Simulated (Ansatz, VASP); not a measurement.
## Two plane-wave programs on SiC

The input INCAR:

```
PREC = Accurate ; ENCUT = 600
EDIFF = 1E-6 ; ISMEAR = 0
SIGMA = 0.02 ; LREAL = F
LASPH = T ; NELM = 120
ALGO = Normal ; ISIF = 2
LWAVE = F ; LCHARG = F
GGA = CA ; NBANDS = 11
GGA_COMPAT = F
```

Contents of KPOINTS:

```
regular mesh
0
Gamma
  12 12 12
```

Contents of POSCAR:

```
SiC
1.0
    0.0000000000      2.1644839164      2.1644839164
    2.1644839164      0.0000000000      2.1644839164
    2.1644839164      2.1644839164      0.0000000000
Si C
1 1
Direct
    0.0000000000      0.0000000000      0.0000000000
    0.2500000000      0.2500000000      0.2500000000
```

Input for Ansatz:

```yaml
crystal:
  lattice:
    - [0.0, 2.1644839164, 2.1644839164]
    - [2.1644839164, 0.0, 2.1644839164]
    - [2.1644839164, 2.1644839164, 0.0]
  atoms:
    - { symbol: Si, position: [0.0, 0.0, 0.0] }
    - { symbol: C, position: [0.25, 0.25, 0.25] }
basis:
  ecutwfc: 420
kpoints:
  mp_grid: { grid: [12, 12, 12] }
  band_path:
    path:
      - [[0.0, 0.0, 0.0], [-0.5, -0.5, 0.0], [-0.375, -0.375, 0.25]]
      - [[-0.375, 0.0, 0.375], [0.0, 0.0, 0.0], [0.0, 0.0, 0.5], [-0.5, -0.25, 0.25], [-0.5, -0.5, 0.0]]
    npoints: 10
hamiltonian:
  xc: lda
  pseudopotentials: { kind: paw }
scf:
  occupations: { method: gaussian, width: 0.02 }
  n_extra_bands: 7
output:
  forces: true
  stress: true
  eigenvalues: true
```

Alike in both runs: task single point; functional LDA; k mesh 12 × 12 × 12; occupations gaussian, width 0.02 eV; no spin polarisation.

|  | VASP | Ansatz |
| --- | --- | --- |
| version | VASP 6.6.1 | Ansatz 0.2.0 |
| potentials or method | VASP PAW LDA potentials, release 64 (Si, C), cutoff 600 eV | scalar-relativistic, plane waves, PAW |
| valence electrons in the cell | 8 | 8 |

VASP gave:

```
gap on the k mesh at the Fermi level (eV) : 1.29
least direct gap on the mesh (eV)         : 4.52
pressure (GPa)                            : 0.3
```

Problem. Estimate Ansatz's values.

Solution. gap on the k mesh at the Fermi level (eV): 1.30; least direct gap on the mesh (eV): 4.53; pressure (GPa): 0.0.

LDA's correlation is that of Perdew and Zunger in VASP and of Perdew and Wang (1992) in Ansatz.
